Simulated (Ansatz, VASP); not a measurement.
**CrO2: VASP beside Ansatz**

INCAR

```
SYSTEM = CrO2
ALGO     = Normal         ! electronic algorithm
EDIFF    = 1E-6           ! SCF threshold, eV
ENCUT    = 520            ! plane-wave cutoff, eV
GGA      = PE             ! functional
ISIF     = 2              ! what is computed and relaxed
ISMEAR   = 0              ! smearing method
ISPIN    = 2              ! spin polarisation
LASPH    = .True.         ! aspherical terms in the spheres
LCHARG   = .False.        ! write CHGCAR
LMAXMIX  = 4              ! l up to which the mixer works
LORBIT   = 11             ! projections on sites
LREAL    = .False.        ! projectors in reciprocal space
LWAVE    = .False.        ! write WAVECAR
MAGMOM   = 3 3 0 0 0 0    ! initial moments
NBANDS   = 37             ! bands
NELM     = 150            ! most SCF steps
PREC     = Accurate       ! precision mode
SIGMA    = 0.1            ! smearing width, eV
```

KPOINTS

```
k-points
0
Gamma
  4 4 6
  0 0 0
```

File POSCAR:

```
CrO2
1.0
    4.4091917702      0.0000000000      0.0000000000
    0.0000000000      4.4091917702      0.0000000000
    0.0000000000      0.0000000000      2.9138885400
Cr O
2 4
Direct
    0.0000000000      0.0000000000      0.5000000000
    0.5000000000      0.5000000000      0.0000000000
    0.1972570100      0.1972570100      0.0000000000
    0.3027429900      0.6972570100      0.5000000000
    0.8027429900      0.8027429900      0.0000000000
    0.6972570100      0.3027429900      0.5000000000
```

Input for Ansatz:

```yaml
crystal:
  lattice:
    - [4.4091917702, 0.0, 0.0]
    - [0.0, 4.4091917702, 0.0]
    - [0.0, 0.0, 2.91388854]
  atoms:
    - { symbol: Cr, position: [0.0, 0.0, 0.5], spin: 3.0 }
    - { symbol: Cr, position: [0.5, 0.5, 0.0], spin: 3.0 }
    - { symbol: O, position: [0.19725701, 0.19725701, 0.0] }
    - { symbol: O, position: [0.30274299, 0.69725701, 0.5] }
    - { symbol: O, position: [0.80274299, 0.80274299, 0.0] }
    - { symbol: O, position: [0.69725701, 0.30274299, 0.5] }
basis:
  ecutwfc: 420
kpoints:
  mp_grid: { grid: [4, 4, 6] }
hamiltonian:
  xc: pbe
scf:
  occupations: { method: gaussian, width: 0.1 }
  lower_state_search: "off"
output:
  forces: true
  stress: true
  eigenvalues: true
  populations: true
magnetization:
  spin_polarized: true
```

Alike in both runs: task single point; functional PBE; k mesh 4 × 4 × 6; occupations gaussian, width 0.1 eV; collinear spin.

|  | VASP | Ansatz |
| --- | --- | --- |
| version | VASP 6.6.1 | Ansatz 0.2.0 |
| potentials or method | VASP PAW PBE potentials, release 64 (Cr_pv, O), cutoff 520 eV | scalar-relativistic, plane waves, PAW |
| valence electrons in the cell | 48 | 52 |

Ansatz gave:

```
gap on the k mesh at the Fermi level (eV)                     : none
pressure (GPa)                                                : 4.3
traceless stress, the component that is largest in VASP (GPa) : -0.63
rms of the force components (eV/Å)                            : 0.027
net moment per atom (μB)                                      : 0.67
size of the moment on the site where the two differ most (μB) : 1.72
```

Question: Which values does VASP return?

Answer: gap on the k mesh at the Fermi level (eV): none; pressure (GPa): 5.0; traceless stress, the component that is largest in VASP (GPa): -0.45; rms of the force components (eV/Å): 0.018; net moment per atom (μB): 0.67; size of the moment on the site where the two differ most (μB): 2.09.

Site moments also hang on the region over which each program counts them. Atom by atom the forces differ by 0.009 eV/Å (rms over components). A gap of «none» marks a metal or a gap that the smearing closes. The functional is the same, so the differences come from potentials, cutoffs and numerics. VASP's potentials hold 48 valence electrons a cell and Ansatz's 52, so a difference there can come from the potentials and not from the codes.
